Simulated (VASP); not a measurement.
Input of a VASP 6.6.1 run:

The input INCAR:

```
  PREC = Accurate
  ENCUT = 520
  EDIFF = 1E-7
  ISMEAR = 0
  SIGMA = 0.05
  LREAL = False
  LASPH = True
  NELM = 60
  ALGO = Normal
  ISIF = 2
  LWAVE = False
  LCHARG = False
  GGA = PE
  NBANDS = 31
```

File KPOINTS:

```
Automatic mesh
0
Gamma
  6 6 4
```

Contents of POSCAR:

```
HfO2
1.0
    3.5141971928      0.0000000000      0.0000000000
    0.0000000000      3.5141971928      0.0000000000
    0.0000000000      0.0000000000      5.2639671549
Hf O
2 4
Direct
    0.5000000000      0.5000000000      0.5000000000
    0.0000000000      0.0000000000      0.0000000000
    0.0000000000      0.5000000000      0.6932521152
    0.5000000000      0.0000000000      0.8067478848
    0.5000000000      0.0000000000      0.3067478848
    0.0000000000      0.5000000000      0.1932521152
```

Potentials or basis: VASP PAW PBE potentials, release 64 (Hf_pv, O).

Run with:

```console
$ cat potpaw_PBE.64/Hf_pv/POTCAR potpaw_PBE.64/O/POTCAR > POTCAR
$ mpirun -np 1 vasp_std > vasp.out
```

(1) Estimate the band gap on the k mesh.

(2) Estimate the pressure.

(3) Estimate the largest force.

Results:

(1) 4.81 eV (least direct gap 4.88 eV).

(2) 10.6 GPa.

(3) 0.174 eV/Å.

Caveat: the cell differs from its parent crystal (strain -0.025 along x and y, +0.000 along z); the cell stands under pressure; spin-orbit coupling is left out, which moves the levels of the heavy elements.
